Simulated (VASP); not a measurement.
A run of VASP 6.6.1:

INCAR

```
SYSTEM = SiNi
  PREC = Accurate
  ENCUT = 520
  EDIFF = 1E-8
  ISMEAR = -1
  SIGMA = 0.05
  LREAL = .FALSE.
  LASPH = .TRUE.
  NELM = 150
  ALGO = Normal
  ISIF = 2
  LWAVE = .FALSE.
  LCHARG = .FALSE.
  ISPIN = 2
  MAGMOM = 0 0 1.5 1.5
  LORBIT = 11
  LMAXMIX = 4
  GGA = PE
  LEFG = .TRUE.
  NBANDS = 26
```

KPOINTS

```
regular mesh
0
G
  11 10 7
  0 0 0
```

File POSCAR:

```
SiNi
1.0
    2.9648349084      0.0000000000      0.0000000000
    0.0000000000      3.2066751269      0.0000000000
    0.0000000000      0.0000000000      4.6018604381
Si Ni
2 2
Direct
    0.5000000000      0.5000000000      0.8423000000
    0.0000000000      0.0000000000      0.1577000000
    0.5000000000      0.5000000000      0.3442200000
    0.0000000000      0.0000000000      0.6557800000
```

Potentials or basis: VASP PAW PBE potentials, release 64 (Si, Ni).

Run with:

```console
$ cat potpaw_PBE.64/Si/POTCAR potpaw_PBE.64/Ni/POTCAR > POTCAR
$ mpirun -np 1 vasp_std > vasp.out
```

Hardware: 1 thread of AMD EPYC 9R45 96-Core Processor (Zen 5), with other jobs on the host.

Problem. Estimate the wall time of this run.

Solution. Wall time 3.1 min on 1 thread of AMD EPYC 9R45 96-Core Processor (Zen 5), with other jobs on the host, peak memory 0.31 GiB. Counts: scf iterations 18, k points 144.
